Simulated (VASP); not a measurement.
SrO, 2 atoms in the cell. The typed cell holds 2 atoms: a = 3.697 Å, b = 3.671 Å, c = 3.728 Å, α = 59.14°, β = 59.35°, γ = 59.87°.  This cell differs from its parent crystal: atoms moved at random and the cell strained at random.

* Program: VASP 6.6.1
* Task: single point
* Functional: PBE
* Potentials or basis: VASP PAW PBE potentials, release 64 (Sr_sv, O)
* Cutoff: 520 eV
* k mesh: 12 × 12 × 12
* Occupations: gaussian, width 0.05 eV
* Spin: no spin polarisation
* Dipole correction: no
* Further INCAR settings: ALGO = Normal; EDIFF = 1e-06; NBANDS = 15

Potentials or basis: VASP PAW PBE potentials, release 64 (Sr_sv, O).

The run is started by

```bash
$ cat potpaw_PBE.64/Sr_sv/POTCAR potpaw_PBE.64/O/POTCAR > POTCAR
$ mpirun -np 1 vasp_std > vasp.out
```

Hardware: 1 thread of AMD EPYC 7R43 64-Core Processor (Zen 3), with other jobs on the host.

Question: Estimate the wall time of this run.

Answer: It took 5 min on 1 thread of AMD EPYC 7R43 64-Core Processor (Zen 3), with other jobs on the host, peak memory 0.5 GiB. Counts: scf iterations 13, k points 868.
